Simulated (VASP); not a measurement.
# CdS3 (P6_3/mmc) in VASP: single point with PBE

Aim: the single point of CdS3 with PBE.

All numbers are computed with VASP 6.6.1; they aren't measurements. Logs are shortened: lines on timing, memory, paths and dates and some standing lists are left out, and cuts for length are marked.

## 1. The cell of the first run

It takes space group P6_3/mmc (No. 194, hexagonal). The conventional cell has a = 7.098 Å, b = 7.098 Å, c = 3.523 Å, α = 90.00°, β = 90.00°, γ = 120.00°. Within 3.7 Å of Cd (site symmetry -6m2) lie 12 S at 2.79 to 3.55 Å and 2 Cd at 3.52 Å. S (site symmetry mm2) has 8 S at 2.61 to 3.52 Å and 4 Cd at 2.79 to 3.55 Å within 3.6 Å.

## 2. Single point, PBE

Input file POSCAR:

```
CdS3
1.0
    7.0978284253      0.0000000000      0.0000000000
   -3.5489142126      6.1468997281      0.0000000000
    0.0000000000      0.0000000000      3.5226572006
Cd S
2 6
Direct
    0.6666666667      0.3333333333      0.2500000000
    0.3333333333      0.6666666667      0.7500000000
    0.1570008511      0.3140017023      0.2500000000
    0.8429991489      0.1570008511      0.7500000000
    0.6859982977      0.8429991489      0.2500000000
    0.8429991489      0.6859982977      0.7500000000
    0.1570008511      0.8429991489      0.2500000000
    0.3140017023      0.1570008511      0.7500000000
```

Input file INCAR.step1:

```
SYSTEM = CdS3
ALGO = Normal ; EDIFF = 1E-6
ENCUT = 400 ; GGA = PE
GGA_COMPAT = .False. ; ISIF = 2
ISMEAR = 0 ; LASPH = .True.
LCHARG = .True. ; LORBIT = 11
LREAL = .False. ; LWAVE = .False.
NBANDS = 40 ; NEDOS = 2001
NELM = 120 ; PREC = Accurate
SIGMA = 0.1
```

Input file KPOINTS.step1:

```
k-points
0
Gamma
  6 6 10
  0 0 0
```

Input file INCAR.step2:

```
SYSTEM = CdS3
ALGO = Normal ; EDIFF = 1E-6
ENCUT = 400 ; GGA = PE
GGA_COMPAT = .False. ; ICHARG = 11
ISIF = 2 ; ISMEAR = -5
LASPH = .True. ; LCHARG = .False.
LORBIT = 10 ; LREAL = .False.
LWAVE = .False. ; NBANDS = 40
NEDOS = 1001 ; NELM = 120
PREC = Accurate ; SIGMA = 0.1
```

Input file KPOINTS.step2:

```
k-points
0
Gamma
  9 9 15
  0 0 0
```

Potentials or basis: VASP PAW PBE potentials, release 64 (Cd, S).

Launch:

```
$ cat potpaw_PBE.64/Cd/POTCAR potpaw_PBE.64/S/POTCAR > POTCAR
$ cp INCAR.step1 INCAR
$ cp KPOINTS.step1 KPOINTS
$ mpirun -np 1 vasp_std > vasp.out
$ cp INCAR.step2 INCAR
$ cp KPOINTS.step2 KPOINTS
$ mpirun -np 1 vasp_std > vasp.out
```

OUTCAR:

```text
SYSTEM = CdS3
   EDIFF = 1E-6
   ENCUT = 400
   GGA = PE
   ICHARG = 11
   ISIF = 2
   ISMEAR = -5
   LASPH = .True.
   LORBIT = 10
   LREAL = .False.
   NELM = 120
   PREC = Accurate

 ion  position               nearest neighbor table
   1  0.667  0.333  0.250-   4 2.79   4 2.79   8 2.79   8 2.79   6 2.79   6 2.79
   2  0.333  0.667  0.750-   7 2.79   7 2.79   5 2.79   5 2.79   3 2.79   3 2.79
   3  0.157  0.314  0.250-   4 2.61   4 2.61   8 2.61   8 2.61   2 2.79   2 2.79
   4  0.843  0.157  0.750-   3 2.61   3 2.61   5 2.61   5 2.61   1 2.79   1 2.79
   5  0.686  0.843  0.250-   4 2.61   4 2.61   6 2.61   6 2.61   2 2.79   2 2.79
   6  0.843  0.686  0.750-   7 2.61   7 2.61   5 2.61   5 2.61   1 2.79   1 2.79
   7  0.157  0.843  0.250-   6 2.61   6 2.61   8 2.61   8 2.61   2 2.79   2 2.79
   8  0.314  0.157  0.750-   7 2.61   7 2.61   3 2.61   3 2.61   1 2.79   1 2.79

  LATTYP: Found a hexagonal cell.
 ALAT       =     7.0978284253
 C/A-ratio  =     0.4963006978

  Lattice vectors:

 A1 = (   7.0978284253,   0.0000000000,   0.0000000000)
 A2 = (  -3.5489142126,   6.1468997281,   0.0000000000)
 A3 = (   0.0000000000,   0.0000000000,   3.5226572006)

Analysis of symmetry for initial positions (statically):
=====================================================================
 Subroutine PRICEL returns:
 Original cell was already a primitive cell.

 Routine SETGRP: Setting up the symmetry group for a
 hexagonal supercell.

 Subroutine GETGRP returns: Found 24 space group operations
 (whereof 12 operations were pure point group operations)
 out of a pool of 24 trial point group operations.

The static configuration has the point symmetry D_3d.
 The point group associated with its full space group is D_6h.

Analysis of symmetry for dynamics (positions and initial velocities):
=====================================================================
 Subroutine PRICEL returns:
 Original cell was already a primitive cell.

 Routine SETGRP: Setting up the symmetry group for a
 hexagonal supercell.

 Subroutine GETGRP returns: Found 24 space group operations
 (whereof 12 operations were pure point group operations)
 out of a pool of 24 trial point group operations.

The dynamic configuration has the point symmetry D_3d.
 The point group associated with its full space group is D_6h.

 Subroutine INISYM returns: Found 24 space group operations
 (whereof 12 operations are pure point group operations),
 and found     1 'primitive' translations

----------------------------------------------------------------------------------------

                                     Primitive cell

  volume of cell :     153.6923

  direct lattice vectors                    reciprocal lattice vectors
     7.097828425  0.000000000  0.000000000     0.140888162  0.081341818  0.000000000
    -3.548914213  6.146899728  0.000000000     0.000000000  0.162683636  0.000000000
     0.000000000  0.000000000  3.522657201     0.000000000  0.000000000  0.283876614

  length of vectors
     7.097828425  7.097828425  3.522657201     0.162683636  0.162683636  0.283876614

  position of ions in fractional coordinates (direct lattice)
     0.666666667  0.333333333  0.250000000
     0.333333333  0.666666667  0.750000000
     0.157000851  0.314001702  0.250000000
     0.842999149  0.157000851  0.750000000
     0.685998298  0.842999149  0.250000000
     0.842999149  0.685998298  0.750000000
     0.157000851  0.842999149  0.250000000
     0.314001702  0.157000851  0.750000000

  ion indices of the primitive-cell ions
   primitive index   ion index
                 1           1
                 2           2
                 3           3
                 4           4
                 5           5
                 6           6
                 7           7
                 8           8

----------------------------------------------------------------------------------------

 KPOINTS: k-points

Automatic generation of k-mesh.
 Grid dimensions read from file:
 generate k-points for:    9    9   15

 Generating k-lattice:

  Cartesian coordinates                     Fractional coordinates (reciprocal lattice)
     0.015654240  0.009037980  0.000000000     0.111111111 -0.000000000  0.000000000
     0.000000000  0.018075960  0.000000000     0.000000000  0.111111111  0.000000000
     0.000000000  0.000000000  0.018925108     0.000000000  0.000000000  0.066666667

  Length of vectors
     0.018075960  0.018075960  0.018925108

  Shift w.r.t. Gamma in fractional coordinates (k-lattice)
     0.000000000  0.000000000  0.000000000

 TETIRR: Found   1191 inequivalent tetrahedra from     7290

 Subroutine IBZKPT returns following result:
 ===========================================

 Found     96 irreducible k-points:

 Following reciprocal coordinates:
            Coordinates               Weight
  0.000000  0.000000  0.000000      1.000000
  0.111111  0.000000  0.000000      6.000000
  0.222222  0.000000  0.000000      6.000000
  0.333333  0.000000  0.000000      6.000000
  0.444444  0.000000  0.000000      6.000000
  0.111111  0.111111  0.000000      6.000000
[... 16 lines left out ...]
  0.333333  0.222222  0.066667     24.000000
  0.333333  0.333333  0.066667      4.000000
 [... further k-points ...]
   k-points           NKPTS =     96   k-points in BZ     NKDIM =     96   number of bands    NBANDS=     40
   number of dos      NEDOS =   1001   number of ions     NIONS =      8
   total plane-waves  NPLWV =  55296
   dimension x,y,z NGX =    48 NGY =   48 NGZ =   24
   dimension x,y,z NGXF=    96 NGYF=   96 NGZF=   48
   ions per type =               2   6
   NGX,Y,Z   is equivalent  to a cutoff of  11.24, 11.24, 11.33 a.u.
   NGXF,Y,Z  is equivalent  to a cutoff of  22.49, 22.49, 22.65 a.u.
 SYSTEM =  CdS3
   PREC   = accura    normal or accurate (medium, high low for compatibility)
   ISTART =      0    job   : 0-new  1-cont  2-samecut
   ICHARG =     11    charge: 1-file 2-atom 10-const
   ISPIN  =      1    spin polarized calculation?
   LNONCOLLINEAR =      F non collinear calculations
   LSORBIT =      F    spin-orbit coupling
   LASPH  =      T    aspherical Exc in radial PAW
   ENCUT  =  400.0 eV  29.40 Ry    5.42 a.u.  11.57 11.57  5.74*2*pi/ulx,y,z
   NELM   =    120;   NELMIN=  2; NELMDL=  0     # of ELM steps
   EDIFF  = 0.1E-05   stopping-criterion for ELM
   LREAL  =      F    real-space projection
   EDIFFG = 0.1E-04   stopping-criterion for IOM
   NSW    =      0    number of steps for IOM
   IBRION =     -1    ionic relax: 0-MD 1-quasi-New 2-CG
   NFREE  =      0    steps in history (QN), initial steepest desc. (CG)
   ISIF   =      2    stress and relaxation
   ISYM   =      2    0-nonsym 1-usesym 2-fastsym
   POTIM  = 0.5000    time-step for ionic-motion
   TEBEG  =    0.0;   TEEND  =   0.0 temperature during run
   PSTRESS=    0.0 pullay stress
   NELECT =      60.0000    total number of electrons
   NUPDOWN=      -1.0000    fix difference up-down
   EMIN   =  10.00;   EMAX   =-10.00  energy-range for DOS
   EFERMI =   0.00;   METHOD = LEGACY
   ISMEAR =    -5;   SIGMA  =   0.10  broadening in eV -4-tet -1-fermi 0-gaus
   EFERMI_NEDOS =   21; number of points for ismear=-14 and -15
   IALGO  =     38    algorithm
   IMIX   =      4    mixing-type and parameters
     AMIX     =   0.40;   BMIX     =  1.00
     AMIX_MAG =   1.60;   BMIX_MAG =  1.00
  volume/ion in A,a.u.               =      19.21       129.65
  Fermi-wavevector in a.u.,A,eV,Ry     =   1.196487  2.261032 19.477837  1.431581
  Thomas-Fermi vector in A             =   2.332426
   LORBIT       =     10    0 simple, 1 ext, 2 COOP (PROOUT), +10 PAW based schemes
   GGA     = PE    functional components
   LHFCALC =     F    Hartree Fock is set to
   AEXX    =    0.0000 exact exchange contribution
   IVDW    =     0    specifies the selected vdW correction
   LEPSILON=     F    determine dielectric tensor
   LRPA    =     F    only Hartree local field effects (RPA)
 non-spin polarized calculation
 Fermi weights with tetrahedron method with Bloechl corrections
  energy-cutoff  :      400.00
  volume of cell :      153.69
 maximum number of plane-waves:      2832
 NGX is ok and might be reduce to    48

 number of electron      59.9999959 magnetization

 Free energy of the ion-electron system (eV)
  ---------------------------------------------------
  ext. energy  EPLUGINS =         0.00000000
  ---------------------------------------------------
  free energy    TOTEN  =       -23.12940400 eV

  energy without entropy =      -23.12940400  energy(sigma->0) =      -23.12940400

 E-fermi :   4.8934     XC(G=0): -10.4174

 val. band max:        4.9720885261   @ k =   0.2222   0.2222   0.2000
 cond. band min:       4.7989937008   @ k =   0.3333   0.3333   0.0000
 fundamental gap:     -0.1730948253
 Fermi energy:         4.8934045506

 k-point     1 :       0.0000    0.0000    0.0000
  band No.  band energies     occupation
      1     -10.7029      2.00000
      2      -9.2479      2.00000
      3      -9.2478      2.00000
      4      -7.0022      2.00000
      5      -7.0021      2.00000
      6      -6.0168      2.00000
[... 32 lines left out ...]
     39      10.3781      0.00000
     40      11.1341      0.00000

 k-point     2 :       0.1111    0.0000    0.0000
  band No.  band energies     occupation
      1     -10.6846      2.00000
      2      -9.2787      2.00000
      3      -9.2521      2.00000
      4      -7.0538      2.00000
      5      -6.9910      2.00000
      6      -5.9445      2.00000
[... 32 lines left out ...]
     39      10.4373      0.00000
     40      11.1149      0.00000

 k-point     3 :       0.2222    0.0000    0.0000
  band No.  band energies     occupation
      1     -10.6346      2.00000
      2      -9.3606      2.00000
      3      -9.2625      2.00000
      4      -7.1593      2.00000
      5      -6.9625      2.00000
      6      -5.7864      2.00000
[... 32 lines left out ...]
     39      10.5476      0.00000
     40      11.1311      0.00000

 k-point     4 :       0.3333    0.0000    0.0000
  band No.  band energies     occupation
      1     -10.5695      2.00000
      2      -9.4618      2.00000
      3      -9.2741      2.00000
      4      -7.2529      2.00000
      5      -6.9301      2.00000
      6      -5.6323      2.00000
[... 32 lines left out ...]
     39      10.5705      0.00000
     40      11.3008      0.00000
[... 772 lines left out ...]
     39      10.5611      0.00000
     40      10.8064      0.00000

 k-point    23 :       0.3333    0.2222    0.0667
  band No.  band energies     occupation
      1     -10.4586      2.00000
      2      -9.4561      2.00000
      3      -9.3346      2.00000
      4      -7.1973      2.00000
      5      -7.0087      2.00000
      6      -5.5592      2.00000
[... 32 lines left out ...]
     39      10.3464      0.00000
     40      10.5345      0.00000

 k-point    24 :       0.3333    0.3333    0.0667
  band No.  band energies     occupation
      1     -10.4451      2.00000
      2      -9.4088      2.00000
      3      -9.4087      2.00000
      4      -7.1053      2.00000
      5      -7.1053      2.00000
      6      -5.5343      2.00000
[... 32 lines left out ...]
     39       9.8636      0.00000
     40      10.5145      0.00000

 [... further k-points ...]

------------------------ aborting loop because EDIFF is reached ----------------------------------------

  FORCE on cell =-STRESS in cart. coord.  units (eV):
  Direction    XX          YY          ZZ          XY          YZ          ZX
  --------------------------------------------------------------------------------------
  -------------------------------------------------------------------------------------
  Total       -0.1674541     -0.1674541      0.3034247     -0.0000000      0.0000000      0.0000000
  in kB       -1.7456390     -1.7456390      3.1630746     -0.0000000      0.0000000      0.0000000
  external PRESSURE =      -0.1094011 kB  Pullay stress =       0.0000000 kB

 VOLUME and BASIS-vectors are now :
 -----------------------------------------------------------------------------
  energy-cutoff  :      400.00
  volume of cell :      153.69
      direct lattice vectors                 reciprocal lattice vectors
     7.097828425  0.000000000  0.000000000     0.140888162  0.081341818  0.000000000
    -3.548914213  6.146899728  0.000000000     0.000000000  0.162683636  0.000000000
     0.000000000  0.000000000  3.522657201     0.000000000  0.000000000  0.283876614

 POSITION                                       TOTAL-FORCE (eV/Angst)
 -----------------------------------------------------------------------------------
      3.54891      2.04897      0.88066         0.000000     -0.000000      0.000000
     -0.00000      4.09793      2.64199         0.000000     -0.000000      0.000000
     -0.00000      1.93014      0.88066        -0.000000     -0.067242      0.000000
      5.42628      0.96507      2.64199         0.058233     -0.033621      0.000000
      1.87737      5.18183      0.88066         0.058233      0.033621      0.000000
      3.54891      4.21676      2.64199         0.000000      0.067242     -0.000000
     -1.87737      5.18183      0.88066        -0.058233      0.033621      0.000000
      1.67155      0.96507      2.64199        -0.058233     -0.033621      0.000000
 -----------------------------------------------------------------------------------
    total drift:                               -0.000000      0.000000      0.000000

  FREE ENERGIE OF THE ION-ELECTRON SYSTEM (eV)
  ---------------------------------------------------
  free  energy   TOTEN  =       -23.1294039987 eV

  energy  without entropy=      -23.1294039987  energy(sigma->0) =      -23.12940400

 total charge

# of ion       s       p       d       tot
------------------------------------------
    1        0.435   0.229   9.553  10.217
    2        0.435   0.229   9.553  10.217
    3        1.415   2.126   0.000   3.541
    4        1.415   2.126   0.000   3.541
    5        1.415   2.126   0.000   3.541
    6        1.415   2.126   0.000   3.541
    7        1.415   2.126   0.000   3.541
    8        1.415   2.126   0.000   3.541
--------------------------------------------------
tot          9.359  13.213  19.106  41.678
```

It took 4.7 min on 1 thread of Intel Xeon Platinum 8259CL at 2.50GHz (Skylake/Cascade Lake), shared host; peak memory 0.42 GiB.

What came out:

```
Valence electrons inside the program's atomic spheres : Cd 10.22; S 3.54
```

Levels at points of the mesh, in eV from the Fermi level:
| k point | band 27 | band 28 | band 29 | band 30 | band 31 | band 32 | band 33 | band 34 |
| --- | --- | --- | --- | --- | --- | --- | --- | --- |
| (0.00, 0.00, 0.00) | -1.16 | -1.16 | -0.14 | -0.14 | 0.31 | 0.31 | 1.05 | 1.49 |
